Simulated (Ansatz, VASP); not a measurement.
**Two plane-wave programs on Zn2O5**

```
Zn O
1.0
     3.40004    0.00000    0.00000
    -1.70002    2.94453    0.00000
     0.00000    0.00000   19.85780
Zn O
4 10
Direct
  0.66667 0.33333 0.82374
  0.33333 0.66667 0.17626
  0.66667 0.33333 0.06003
  0.33333 0.66667 0.93997
  0.00000 0.00000 0.46922
  0.00000 0.00000 0.53078
  0.66667 0.33333 0.65382
  0.66667 0.33333 0.59228
  0.33333 0.66667 0.82276
  0.33333 0.66667 0.34618
  0.33333 0.66667 0.40772
  0.66667 0.33333 0.17724
  0.33333 0.66667 0.05896
  0.66667 0.33333 0.94104
```

Alike in both runs: functional PBE; k mesh 6 × 6 × 1; occupations gaussian, width 0.2 eV; no spin polarisation.

Ansatz relaxed the structure, and its values are those at the end. VASP's run is a single point on that final structure, the one shown.

```csv
,VASP,Ansatz
version,VASP 6.6.1,Ansatz 0.2.0
potentials or method,"VASP PAW PBE potentials, release 64 (Zn, O), cutoff 520 eV","scalar-relativistic, plane waves, PAW"
valence electrons in the cell,108,108
```

Ansatz gave:

| Item | Value |
| --- | --- |
| gap on the k mesh at the Fermi level (eV) | none |
| pressure (GPa) | 0.0 |
| rms of the force components (eV/Å) | 0.013 |

Q: Which values does VASP return?

A: gap on the k mesh at the Fermi level (eV): none; pressure (GPa): 1.4; rms of the force components (eV/Å): 0.413.

A gap of «none» marks a metal or a gap that the smearing closes. With one functional, cell and mesh, what is left measures potentials, basis and numerics.

Noted on VASP's run: the standard files for N, O and F lose accuracy on very short bonds.
